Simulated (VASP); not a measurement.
# BAs (I-4m2) in VASP: single point with LDA

Aim: the single point of BAs with LDA.

All numbers are computed with VASP 6.6.1; they aren't measurements. Logs are shortened: lines on timing, memory, paths and dates and some standing lists are left out, and cuts for length are marked.

### 1 The cell of the first run

The structure is tetragonal, space group I-4m2 (No. 119). The conventional cell has a = 3.378 Å, b = 3.378 Å, c = 4.586 Å, α = 90.00°, β = 90.00°, γ = 90.00°. Within 2.7 Å of B (site symmetry -4m2) lie 4 As at 2.04 Å. Within 2.7 Å of As (site symmetry -4m2) lie 4 B at 2.04 Å.

### 2 Single point, LDA (strain -0.0400 x Voigt [1, 0, 0, 0, 0, 0])

The input, INCAR:

```
SYSTEM = BAs
  PREC = Accurate
  ENCUT = 560
  EDIFF = 1E-6
  ISMEAR = -1
  SIGMA = 0.2
  LREAL = .False.
  LASPH = .True.
  NELM = 120
  ALGO = Normal
  ISIF = 2
  LWAVE = .False.
  LCHARG = .False.
  NBANDS = 16
  GGA_COMPAT = .False.
```

The input, KPOINTS:

```
regular mesh
0
Gamma
  10 10 10
  0 0 0
```

The input, POSCAR:

```
BAs
1.0
    0.0000000000      2.3885000000      2.3885000000
    2.2929600000      0.0000000000      2.3885000000
    2.2929600000      2.3885000000      0.0000000000
B As
1 1
Direct
    0.0000000000      0.0000000000      0.0000000000
    0.7500000000      0.7500000000      0.7500000000
```

Potentials or basis: VASP PAW LDA potentials, release 64 (B, As_d).

Command:

```bash
$ cat potpaw_LDA.64/B/POTCAR potpaw_LDA.64/As_d/POTCAR > POTCAR
$ mpirun -np 1 vasp_std > vasp.out
```

OUTCAR:

```text
SYSTEM = BAs
   PREC = Accurate
   ENCUT = 560
   EDIFF = 1E-6
   ISMEAR = -1
   LREAL = .False.
   LASPH = .True.
   NELM = 120
   ISIF = 2

 ion  position               nearest neighbor table
   1  0.000  0.000  0.000-   2 2.04   2 2.04   2 2.04   2 2.04
   2  0.750  0.750  0.750-   1 2.04   1 2.04   1 2.04   1 2.04

  LATTYP: Found a body centered tetragonal cell.
 ALAT       =     3.3778490937
 C/A-ratio  =     1.3576450199

  Lattice vectors:

 A1 = (  -2.2929600000,   0.0000000000,  -2.3885000000)
 A2 = (  -2.2929600000,   0.0000000000,   2.3885000000)
 A3 = (   2.2929600000,   2.3885000000,   0.0000000000)

Analysis of symmetry for initial positions (statically):
=====================================================================
 Subroutine PRICEL returns:
 Original cell was already a primitive cell.

 Routine SETGRP: Setting up the symmetry group for a
 body centered tetragonal supercell.

 Subroutine GETGRP returns: Found  8 space group operations
 (whereof  8 operations were pure point group operations)
 out of a pool of 16 trial point group operations.

The static configuration has the point symmetry D_2d.

Analysis of symmetry for dynamics (positions and initial velocities):
=====================================================================
 Subroutine PRICEL returns:
 Original cell was already a primitive cell.

 Routine SETGRP: Setting up the symmetry group for a
 body centered tetragonal supercell.

 Subroutine GETGRP returns: Found  8 space group operations
 (whereof  8 operations were pure point group operations)
 out of a pool of 16 trial point group operations.

The dynamic configuration has the point symmetry D_2d.

 Subroutine INISYM returns: Found  8 space group operations
 (whereof  8 operations are pure point group operations),
 and found     1 'primitive' translations

----------------------------------------------------------------------------------------

                                     Primitive cell

  volume of cell :      26.1624

  direct lattice vectors                    reciprocal lattice vectors
     0.000000000  2.388500000  2.388500000    -0.218058754  0.209336404  0.209336404
     2.292960000  0.000000000  2.388500000     0.218058754 -0.209336404  0.209336404
     2.292960000  2.388500000  0.000000000     0.218058754  0.209336404 -0.209336404

  length of vectors
[... 68 lines left out ...]
   dimension x,y,z NGXF=    56 NGYF=   56 NGZF=   56
   ions per type =               1   1
   NGX,Y,Z   is equivalent  to a cutoff of  13.78, 14.06, 14.06 a.u.
   NGXF,Y,Z  is equivalent  to a cutoff of  27.56, 28.12, 28.12 a.u.
 SYSTEM =  BAs
   PREC   = accura    normal or accurate (medium, high low for compatibility)
   ISTART =      0    job   : 0-new  1-cont  2-samecut
   ICHARG =      2    charge: 1-file 2-atom 10-const
   ISPIN  =      1    spin polarized calculation?
   LNONCOLLINEAR =      F non collinear calculations
   LSORBIT =      F    spin-orbit coupling
   LASPH  =      T    aspherical Exc in radial PAW
   ENCUT  =  560.0 eV  41.16 Ry    6.42 a.u.   6.52  6.39  6.39*2*pi/ulx,y,z
   NELM   =    120;   NELMIN=  2; NELMDL= -5     # of ELM steps
   EDIFF  = 0.1E-05   stopping-criterion for ELM
   LREAL  =      F    real-space projection
[... 7 lines left out ...]
   TEBEG  =    0.0;   TEEND  =   0.0 temperature during run
   PSTRESS=    0.0 pullay stress
   NELECT =      18.0000    total number of electrons
   NUPDOWN=      -1.0000    fix difference up-down
   EMIN   =  10.00;   EMAX   =-10.00  energy-range for DOS
   EFERMI =   0.00;   METHOD = LEGACY
   ISMEAR =    -1;   SIGMA  =   0.20  broadening in eV -4-tet -1-fermi 0-gaus
   EFERMI_NEDOS =   21; number of points for ismear=-14 and -15
   IALGO  =     38    algorithm
   IMIX   =      4    mixing-type and parameters
     AMIX     =   0.40;   BMIX     =  1.00
     AMIX_MAG =   1.60;   BMIX_MAG =  1.00
  volume/ion in A,a.u.               =      13.08        88.28
  Fermi-wavevector in a.u.,A,eV,Ry     =   1.445240  2.731108 28.418748  2.088719
  Thomas-Fermi vector in A             =   2.563444
   LORBIT       =      0    0 simple, 1 ext, 2 COOP (PROOUT), +10 PAW based schemes
   GGA     = CA    functional components
   LHFCALC =     F    Hartree Fock is set to
   AEXX    =    0.0000 exact exchange contribution
   IVDW    =     0    specifies the selected vdW correction
   LEPSILON=     F    determine dielectric tensor
   LRPA    =     F    only Hartree local field effects (RPA)
 non-spin polarized calculation
  energy-cutoff  :      560.00
  volume of cell :       26.16
 maximum number of plane-waves:       806
 NGX is ok and might be reduce to    28
   NGX = 13   NGY = 13   NGZ = 13

 number of electron      18.0000001 magnetization

 Free energy of the ion-electron system (eV)
  ---------------------------------------------------
  ext. energy  EPLUGINS =         0.00000000
  ---------------------------------------------------
  free energy    TOTEN  =       -12.92196888 eV

  energy without entropy =      -12.91760488  energy(sigma->0) =      -12.91978688

 E-fermi :   5.6663     XC(G=0): -11.6363

 val. band max:        5.4760916324   @ k =   0.0000   0.0000   0.0000
 cond. band min:       5.9495259259   @ k =   0.0000   0.4000   0.4000
 fundamental gap:      0.4734342936
 Fermi energy:         5.6663170999

 k-point     1 :       0.0000    0.0000    0.0000
  band No.  band energies     occupation
      1     -30.7187      2.00000
      2     -30.7187      2.00000
      3     -30.7128      2.00000
      4     -30.6904      2.00000
      5     -30.6868      2.00000
      6     -10.5325      2.00000
[... 433 lines left out ...]
      3     -30.7011      2.00000
      4     -30.6930      2.00000
      5     -30.6838      2.00000
      6      -7.8580      2.00000
[... 8 lines left out ...]
     15      21.0755      0.00000
     16      21.9408      0.00000

 [... further k-points ...]
[... 5 lines left out ...]
  --------------------------------------------------------------------------------------
  -------------------------------------------------------------------------------------
  Total        1.3477073      0.0370665      0.0370665      0.0000000      0.0000000     -0.0000000
  in kB       82.5332957      2.2699419      2.2699419      0.0000000      0.0000000     -0.0000000
  external PRESSURE =      29.0243932 kB  Pullay stress =       0.0000000 kB

 VOLUME and BASIS-vectors are now :
 -----------------------------------------------------------------------------
  energy-cutoff  :      560.00
  volume of cell :       26.16
      direct lattice vectors                 reciprocal lattice vectors
     0.000000000  2.388500000  2.388500000    -0.218058754  0.209336404  0.209336404
     2.292960000  0.000000000  2.388500000     0.218058754 -0.209336404  0.209336404
     2.292960000  2.388500000  0.000000000     0.218058754  0.209336404 -0.209336404

 POSITION                                       TOTAL-FORCE (eV/Angst)
 -----------------------------------------------------------------------------------
      0.00000      0.00000      0.00000         0.000000     -0.000000     -0.000000
      3.43944      3.58275      3.58275        -0.000000      0.000000      0.000000
 -----------------------------------------------------------------------------------
    total drift:                                0.000001     -0.000001     -0.000001

  FREE ENERGIE OF THE ION-ELECTRON SYSTEM (eV)
  ---------------------------------------------------
  free  energy   TOTEN  =       -12.9219688768 eV

  energy  without entropy=      -12.9176048785  energy(sigma->0) =      -12.91978688
```

OSZICAR:

```text
N       E                     dE             d eps       ncg     rms          rms(c)
DAV:   1     0.890073281610E+02    0.89007E+02   -0.84960E+03  3720   0.549E+03
DAV:   2    -0.413906972434E+01   -0.93146E+02   -0.88682E+02  3704   0.642E+02
DAV:   3    -0.135160126657E+02   -0.93769E+01   -0.93316E+01  3808   0.899E+01
DAV:   4    -0.137457043207E+02   -0.22969E+00   -0.22966E+00  4032   0.150E+01
DAV:   5    -0.137485858214E+02   -0.28815E-02   -0.28815E-02  3904   0.201E+00    0.588E+00
DAV:   6    -0.130236335166E+02    0.72495E+00   -0.10057E+00  4112   0.698E+00    0.281E+00
DAV:   7    -0.129351233626E+02    0.88510E-01   -0.17343E-01  4328   0.278E+00    0.104E+00
DAV:   8    -0.129221369555E+02    0.12986E-01   -0.18504E-02  4528   0.192E+00    0.124E-01
DAV:   9    -0.129219797850E+02    0.15717E-03   -0.10300E-03  4032   0.641E-01    0.458E-02
DAV:  10    -0.129219692434E+02    0.10542E-04   -0.17597E-04  4400   0.317E-01    0.157E-02
DAV:  11    -0.129219688768E+02    0.36654E-06   -0.91474E-06  4120   0.592E-02
   1 F= -.12921969E+02 E0= -.12919787E+02  d E =-.436400E-02
```

Run time: 35 s. Hardware: 1 thread of Intel Xeon Platinum 8259CL at 2.50GHz (Skylake/Cascade Lake), shared host; peak memory 0.17 GiB.

Results:

```
Free energy            : -12.9220 eV
Pressure               : 2.9 GPa
Band gap on the k mesh : 0.47 eV (least direct gap 2.88 eV)
```

Caveat: the cell differs from its parent crystal (strain -0.0400 x Voigt [1, 0, 0, 0, 0, 0]); the stress differs along the axes, from 0 to 8 GPa; semilocal functionals underestimate gaps, and a narrow one can read as zero. A k mesh can miss the band edges.
